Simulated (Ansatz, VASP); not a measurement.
## Two plane-wave programs on NaF

```
CELL_PARAMETERS angstrom
0.00000 2.25134 2.25134
2.25134 0.00000 2.25134
2.25134 2.25134 0.00000
ATOMIC_POSITIONS crystal
Na 0.00000 0.00000 0.00000
F 0.50000 0.50000 0.50000
```

Alike in both runs: functional LDA; k mesh 10 × 10 × 10; no spin polarisation.

Ansatz relaxed the structure, and its values are those at the end. VASP's run is a single point on that final structure, the one shown.

|  | VASP | Ansatz |
| --- | --- | --- |
| version | VASP 6.6.1 | Ansatz 0.2.0 |
| potentials or method | VASP PAW LDA potentials, release 64 (Na_pv, F), cutoff 520 eV | scalar-relativistic, plane waves, PAW |
| occupations | gaussian, width 0.01 eV | fixed |
| valence electrons in the cell | 14 | 16 |

```tsv
	VASP	Ansatz	Ansatz less VASP
gap on the k mesh at the Fermi level (eV)	6.44	6.46	+0.023
least direct gap on the mesh (eV)	6.44	6.46	+0.023
pressure (GPa)	0.0	0.0	+0.02
```

LDA's correlation is that of Perdew and Zunger in VASP and of Perdew and Wang (1992) in Ansatz. VASP's potentials hold 14 valence electrons a cell and Ansatz's 16, so a difference there can come from the potentials and not from the codes.
